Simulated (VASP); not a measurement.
A run of VASP 6.6.1:

Contents of INCAR:

```
ALGO     = Normal         # electronic algorithm
EDIFF    = 1E-7           # SCF threshold, eV
ENCUT    = 520            # plane-wave cutoff, eV
GGA      = PE             # functional
ISIF     = 2              # what is computed and relaxed
ISMEAR   = -1             # smearing method
ISPIN    = 2              # spin polarisation
LASPH    = T              # aspherical terms in the spheres
LCHARG   = F              # write CHGCAR
LMAXMIX  = 4              # l up to which the mixer works
LORBIT   = 11             # projections on sites
LREAL    = F              # projectors in reciprocal space
LWAVE    = F              # write WAVECAR
MAGMOM   = 0 0.3 0.3 0.3  # initial moments
NBANDS   = 28             # bands
NELM     = 150            # most SCF steps
PREC     = Accurate       # precision mode
SIGMA    = 0.03           # smearing width, eV
```

The input KPOINTS:

```
k-points
0
Gamma
  10 10 10
```

File POSCAR:

```
AlNi3
1.0
    3.5230547267      0.0000000000      0.0000000000
    0.0000000000      3.5230547267      0.0000000000
    0.0000000000      0.0000000000      3.5230547267
Al Ni
1 3
Direct
    0.0000000000      0.0000000000      0.0000000000
    0.0000000000      0.5000000000      0.5000000000
    0.5000000000      0.0000000000      0.5000000000
    0.5000000000      0.5000000000      0.0000000000
```

Potentials or basis: VASP PAW PBE potentials, release 64 (Al, Ni).

The run is started by

```bash
$ cat potpaw_PBE.64/Al/POTCAR potpaw_PBE.64/Ni/POTCAR > POTCAR
$ mpirun -np 1 vasp_std > vasp.out
```

Hardware: 1 thread of Intel(R) Xeon(R) 6975P-C (Granite Rapids), with other jobs on the host.

Q: How long does it take, and how much memory?

A: It took 86 s on 1 thread of Intel(R) Xeon(R) 6975P-C (Granite Rapids), on a shared host, peak memory 0.24 GiB. Counts: scf iterations 20, k points 56.
